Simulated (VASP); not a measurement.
Runs of VASP 6.6.1 on BN. The structure is that of space group P6_3mc (No. 186), or close to it. The cells are those of the table. 

```tsv
task	level	cell	cutoff (eV)	gap on the mesh (eV)	pressure (GPa)	relaxed volume (Å³/atom)	largest force (eV/Å)
single point	RPBE	a = 2.568, b = 2.568, c = 4.246 Å, angles 90.0, 90.0, 120.0°, 4 atoms	520	5.32	0.1	-	-
relaxation of cell and atoms	RPBE	relaxed from a = 2.536, b = 2.536, c = 4.199 Å, angles 90.0, 90.0, 120.0°, 4 atoms	600	(a)	0.2	6.06	-
relaxation of cell and atoms	r2SCAN	relaxed from a = 2.536, b = 2.536, c = 4.199 Å, angles 90.0, 90.0, 120.0°, 4 atoms	600	5.72	0.0	5.91	-
single point	PBEsol	a = 2.541, b = 2.541, c = 4.203 Å, angles 90.0, 90.0, 120.0°, 4 atoms	520	4.95	(c)	-	-
single point	r2SCAN+rVV10	a = 2.542, b = 2.542, c = 4.205 Å, angles 90.0, 90.0, 120.0°, 4 atoms	520	5.66	1.2	-	-
relaxation of cell and atoms	PBEsol	relaxed from a = 2.536, b = 2.536, c = 4.199 Å, angles 90.0, 90.0, 120.0°, 4 atoms	600	4.95	-0.1	5.88	0.01
relaxation of cell and atoms	r2SCAN+rVV10	relaxed from a = 2.536, b = 2.536, c = 4.199 Å, angles 90.0, 90.0, 120.0°, 4 atoms	600	5.66	-0.1	(b)	-
single point	r2SCAN	a = 2.544, b = 2.544, c = 4.208 Å, angles 90.0, 90.0, 120.0°, 4 atoms	520	5.72	1.1	-	0.01
```

Alike in all rows: potentials or basis VASP PAW PBE potentials, release 64 (B, N); no spin polarisation; k mesh 12 × 12 × 6; smearing gaussian 0.01 eV.

**Question.** Estimate the missing entries.

**Answer.** (a) 5.31; (b) 5.90; (c) 0.6.

Caveats: the PAW data sets were made with another functional, which shifts forces and pressure a little.

A k mesh can miss the band edges.
